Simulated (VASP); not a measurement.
Input of a VASP 6.6.1 run:

INCAR

```
  ALGO = Normal
  EDIFF = 1E-6
  ENCUT = 1340
  GGA = PE
  GGA_COMPAT = False
  ISIF = 2
  ISMEAR = 0
  LASPH = True
  LCHARG = False
  LREAL = False
  LWAVE = False
  NBANDS = 24
  NELM = 120
  PREC = Accurate
  SIGMA = 0.1
```

The input KPOINTS:

```
k-points
0
Gamma
  6 6 2
```

File POSCAR:

```
SrO
1.0
    3.9412472974     -0.0000000035      0.0000000000
   -1.9706236457      3.4132202839      0.0000000000
    0.0000000000      0.0000000000      7.2577164436
Sr O
2 2
Direct
    0.0000000000      0.0000000000      0.8064860410
    0.0000000000      0.0000000000      0.1935139590
    0.3333333333      0.6666666667      0.0000000000
    0.6666666667      0.3333333333      0.0000000000
```

Potentials or basis: VASP PAW PBE potentials, release 64 (Sr_sv, O_h).

Run with:

```console
$ cat potpaw_PBE.64/Sr_sv/POTCAR potpaw_PBE.64/O_h/POTCAR > POTCAR
$ mpirun -np 1 vasp_std > vasp.out
```

(1) What does it give for the pressure?

(2) What does it give for the band gap on the k mesh?

(3) What does it give for the largest force?

## Answers

(1) 0.2 GPa.

(2) zero (bands 16 and 17 overlap by 1.77 eV).

(3) 0.055 eV/Å.

Caveat: the k points lie up to 0.43 Å⁻¹ apart, too coarse for converged energies and pressures of a metal.
